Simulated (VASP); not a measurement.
Here is a VASP 6.6.1 calculation.

The input INCAR:

```
PREC = Accurate
ENCUT = 1340
EDIFF = 1E-6
ISMEAR = 0
SIGMA = 0.01
LREAL = F
LASPH = T
NELM = 120
ALGO = Normal
ISIF = 2
LWAVE = F
LCHARG = F
GGA = CA
NBANDS = 28
GGA_COMPAT = F
```

The input KPOINTS:

```
regular mesh
0
Gamma
  6 6 6
```

File POSCAR:

```
BaTiO3
1.0
    4.0060000000      0.0000000000      0.0000000000
    0.0000000000      4.0060000000      0.0000000000
    0.0000000000      0.0000000000      4.0060000000
Ba Ti O
1 1 3
Direct
    0.5000000000      0.5000000000      0.5000000000
    0.0000000000      0.0000000000      0.0000000000
    0.5000000000      0.0000000000      0.0000000000
    0.0000000000      0.5000000000      0.0000000000
    0.0000000000      0.0000000000      0.5000000000
```

Potentials or basis: VASP PAW LDA potentials, release 64 (Ba_sv, Ti_sv, O_h).

The run is started by

```bash
$ cat potpaw_LDA.64/Ba_sv/POTCAR potpaw_LDA.64/Ti_sv/POTCAR potpaw_LDA.64/O_h/POTCAR > POTCAR
$ mpirun -np 1 vasp_std > vasp.out
```

Q: Estimate the band gap on the k mesh.

A: 1.66 eV (least direct gap 1.80 eV).

Q: What does it give for the pressure?

A: -7.5 GPa.

Caveat: the cell stands under tension; spin-orbit coupling is left out, which moves the levels of the heavy elements. A k mesh can miss the band edges.
